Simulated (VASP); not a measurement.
Li3S2, 5 atoms in the cell. The structure is tetragonal, space group P4/mmm (No. 123). Conventional cell: a = 3.917 Å, b = 3.917 Å, c = 9.861 Å, α = 90.00°, β = 90.00°, γ = 90.00°. Li (site symmetry 4/mmm) has 6 Li at 3.53 to 3.92 Å within 4.6 Å. Within 3.2 Å of Li (site symmetry 4mm) lie 4 S at 2.41 Å and 1 Li at 2.81 Å. S (site symmetry mmm) has 4 Li at 2.41 Å and 4 S at 2.77 Å within 3.2 Å. The cell was built from a structure type or drawn by symmetry, and may not be a known phase.

| Property | Result |
| --- | --- |
| Program | VASP 6.6.1 |
| Task | single point |
| Functional | PBE |
| Potentials or basis | VASP PAW PBE potentials, release 64 (Li_sv, S) |
| Cutoff | 520 eV |
| k mesh | 10 × 10 × 4 |
| Occupations | gaussian, width 0.1 eV |
| Spin | no spin polarisation |
| Dipole correction | no |
| Further INCAR settings | ALGO = Normal; EDIFF = 1e-07; NBANDS = 18 |

Potentials or basis: VASP PAW PBE potentials, release 64 (Li_sv, S).

The run is started by

```bash
$ cat potpaw_PBE.64/Li_sv/POTCAR potpaw_PBE.64/S/POTCAR > POTCAR
$ mpirun -np 1 vasp_std > vasp.out
```

Hardware: 1 thread of AMD EPYC 9R45 96-Core Processor (Zen 5) (shared host).

Question: How long does it take, and how much memory?

Answer: Wall time 100 s on 1 thread of AMD EPYC 9R45 96-Core Processor (Zen 5), with other jobs on the host, peak memory 0.29 GiB. Counts: scf iterations 16, k points 63.
